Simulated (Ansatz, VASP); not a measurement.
## One calculation of AlN, two programs

```xyz
2
Lattice="0.0000 2.1840 2.1840 2.1840 0.0000 2.1840 2.1840 2.1840 0.0000" Properties=species:S:1:pos:R:3 pbc="T T T"
Al    0.0000    0.0000    0.0000
N     2.9760    3.2760    2.9760
```

Alike in both runs: task single point; functional r2SCAN; k mesh 10 × 10 × 10; occupations gaussian, width 0.05 eV; no spin polarisation.

|  | VASP | Ansatz |
| --- | --- | --- |
| version | VASP 6.6.1 | Ansatz 0.2.0 |
| potentials or method | VASP PAW PBE potentials, release 64 (Al, N), cutoff 520 eV | scalar-relativistic, plane waves, PAW |
| valence electrons in the cell | 8 | 8 |

Ansatz gave:

```
gap on the k mesh at the Fermi level (eV)                     : 2.96
least direct gap on the mesh (eV)                             : 3.63
pressure (GPa)                                                : 25.1
traceless stress, the component that is largest in VASP (GPa) : -31.26
rms of the force components (eV/Å)                            : 5.959
```

Question: Which values does VASP return?

Answer: gap on the k mesh at the Fermi level (eV): 2.95; least direct gap on the mesh (eV): 3.65; pressure (GPa): 25.2; traceless stress, the component that is largest in VASP (GPa): -31.98; rms of the force components (eV/Å): 6.058.

VASP's potentials were made for PBE, not for r2SCAN. Atom by atom the forces differ by 0.099 eV/Å (rms over components).
